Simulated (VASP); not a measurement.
Write the native input for VASP 6.6.1 that does the following.

| Quantity | Value |
| --- | --- |
| Task | single point |
| Functional | PBE |
| Potentials or basis | VASP PAW PBE potentials, release 64 (Cd, S) |
| Cutoff | 520 eV |
| k mesh | 6 × 6 × 2 |
| Occupations | gaussian, width 0.01 eV |
| Spin | no spin polarisation |
| Dipole correction | no |
| Further INCAR settings | ALGO = Normal; EDIFF = 1e-06; NBANDS = 26 |

The structure of CdS (Greenockite) lies in POSCAR:

```
CdS
1.0
    4.1646212322      0.0000000000      0.0000000000
   -2.0823106161      3.6066677843      0.0000000000
    0.0000000000      0.0000000000      6.7659754265
Cd S
2 2
Direct
    0.3333333333      0.6666666667     -0.0009650882
    0.6666666667      0.3333333333      0.4990349118
    0.3333333333      0.6666666667      0.3759650882
    0.6666666667      0.3333333333      0.8759650882
```

One way to write it, as run:

INCAR

```
SYSTEM = CdS
PREC     = Accurate       ! precision mode
ENCUT    = 520            ! plane-wave cutoff, eV
EDIFF    = 1E-6           ! SCF threshold, eV
ISMEAR   = 0              ! smearing method
SIGMA    = 0.01           ! smearing width, eV
LREAL    = .False.        ! projectors in reciprocal space
LASPH    = .True.         ! aspherical terms in the spheres
NELM     = 60             ! most SCF steps
ALGO     = Normal         ! electronic algorithm
ISIF     = 2              ! what is computed and relaxed
LWAVE    = .False.        ! write WAVECAR
LCHARG   = .True.         ! write CHGCAR
GGA      = PE             ! functional
LELF     = .True.         ! ELF
LVHAR    = .True.       
NBANDS   = 26             ! bands
```

KPOINTS

```
Automatic mesh
0
Gamma
  6 6 2
  0 0 0
```

Potentials or basis: VASP PAW PBE potentials, release 64 (Cd, S).

Run with:

```bash
$ cat potpaw_PBE.64/Cd/POTCAR potpaw_PBE.64/S/POTCAR > POTCAR
$ mpirun -np 1 vasp_std > vasp.out
```

Results of the run:

The pressure is 1.7 GPa, the largest force is 0.003 eV/Å and the band gap on the k mesh is 1.17 eV, direct.

Caveat: the k points lie up to 0.46 Å⁻¹ apart.

It took 18 s on 1 thread of Intel(R) Xeon(R) 6975P-C (Granite Rapids), on a shared host, peak memory 0.22 GiB.
